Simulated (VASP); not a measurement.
Sn4CO5, 10 atoms in the cell. The cell holds a slab with vacuum, 10 atoms: a = 3.836 Å, b = 6.114 Å, c = 23.272 Å, α = 90.00°, β = 90.00°, γ = 90.00°. 

- Program: VASP 6.6.1
- Task: single point
- Functional: PBE
- Dispersion: D3(BJ)
- Potentials or basis: VASP PAW PBE potentials, release 64 (O, Sn_d, C)
- Cutoff: 520 eV
- k mesh: 7 × 5 × 1
- Occupations: gaussian, width 0.1 eV
- Spin: no spin polarisation
- Dipole correction: yes
- Further INCAR settings: ALGO = Normal; EDIFF = 1e-06; NBANDS = 56

Potentials or basis: VASP PAW PBE potentials, release 64 (O, Sn_d, C).

Run with:

```sh
$ cat potpaw_PBE.64/O/POTCAR potpaw_PBE.64/Sn_d/POTCAR potpaw_PBE.64/C/POTCAR > POTCAR
$ mpirun -np 1 vasp_std > vasp.out
```

Hardware: 1 thread of Intel(R) Xeon(R) 6975P-C (Granite Rapids) (shared host).

Q: Estimate the wall time of this run.

A: It took 7.8 min on 1 thread of Intel(R) Xeon(R) 6975P-C (Granite Rapids), on a shared host, peak memory 0.72 GiB. Counts: scf iterations 26, k points 12.
